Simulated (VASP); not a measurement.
Wanted: the native input for a VASP 6.6.1 run.

```
Task                   : single point
Functional             : PBE
Potentials or basis    : VASP PAW PBE potentials, release 64 (Au)
Cutoff                 : 520 eV
k mesh                 : 11 × 11 × 11
Occupations            : fermi-dirac, width 0.05 eV
Spin                   : no spin polarisation
Dipole correction      : no
Further INCAR settings : ALGO = Normal; EDIFF = 1e-06; NBANDS = 12
```

The structure of Au lies in POSCAR:

```
Au
1.0
   -1.6535721023      1.6535721023      1.6535721023
    1.6535721023     -1.6535721023      1.6535721023
    1.6535721023      1.6535721023     -1.6535721023
Au
1
Direct
    0.0000000000      0.0000000000      0.0000000000
```

The input as run:

INCAR

```
SYSTEM = Au
  ALGO = Normal
  EDIFF = 1E-6
  ENCUT = 520
  GGA = PE
  ISIF = 2
  ISMEAR = -1
  LASPH = .True.
  LCHARG = .False.
  LREAL = .False.
  LWAVE = .False.
  NBANDS = 12
  NELM = 80
  PREC = Accurate
  SIGMA = 0.05
```

KPOINTS

```
k-points
0
Gamma
  11 11 11
  0 0 0
```

Potentials or basis: VASP PAW PBE potentials, release 64 (Au).

Launch:

```bash
$ cat potpaw_PBE.64/Au/POTCAR > POTCAR
$ mpirun -np 1 vasp_std > vasp.out
```

It gave:

| Quantity | Value |
| --- | --- |
| Pressure | -0.2 GPa |

Wall time 5.8 s on 1 thread of Intel Xeon 6455B (shared host), peak memory 0.15 GiB.
